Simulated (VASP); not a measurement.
Crystal: MgI.

```xyz
4
Lattice="4.6610 0.0000 0.0000 -2.3305 4.0365 0.0000 0.0000 0.0000 7.6688" Properties=species:S:1:pos:R:3 pbc="T T T"
Mg    0.0000    2.6910    2.8615
Mg    2.3305    1.3455    6.6959
I     0.0000    2.6910    0.0000
I     2.3305    1.3455    3.8344
```

| Item | Value |
| --- | --- |
| Program | VASP 6.6.1 |
| Task | relaxation of cell and atoms |
| Functional | PBE |
| Potentials or basis | VASP PAW PBE potentials, release 64 (Mg, I) |
| Cutoff | 600 eV |
| k mesh | 6 × 6 × 2 |
| Occupations | gaussian, width 0.1 eV |
| Spin | no spin polarisation |

At the start: pressure 4.8 GPa; volume 36.07 Å³/atom.

Question: Where does the relaxation end?

Answer: Over 4 steps the energy falls by 139.7 meV/atom and the volume is 47.64 Å³/atom (+32.1 %); space group P6_3mc (No. 186, to 0.1 Å) before and after.

Step by step:
```
step  energy change (eV)  largest force (eV/Å)  pressure (GPa)  volume (Å³)
   1              0.0000                0.0323            4.80       144.28
   2             -0.4495                0.0172            1.64       168.07
   3             -0.5528                0.0353            0.34       185.19
   4             -0.5588                0.0396            0.01       190.56
```

Final structure:
```
Mg I
1.0
     5.11564    0.00000    0.00000
    -2.55782    4.43027    0.00000
     0.00000    0.00000    8.40824
Mg I
2 2
Direct
  0.33333 0.66667 0.37350
  0.66667 0.33333 0.87350
  0.33333 0.66667 0.99963
  0.66667 0.33333 0.49963
```

Caveat: the k points lie up to 0.37 Å⁻¹ apart in the final cell, too coarse for converged energies and pressures of a metal; the volume moved by over 15 % at a fixed basis, so the end points are rough.
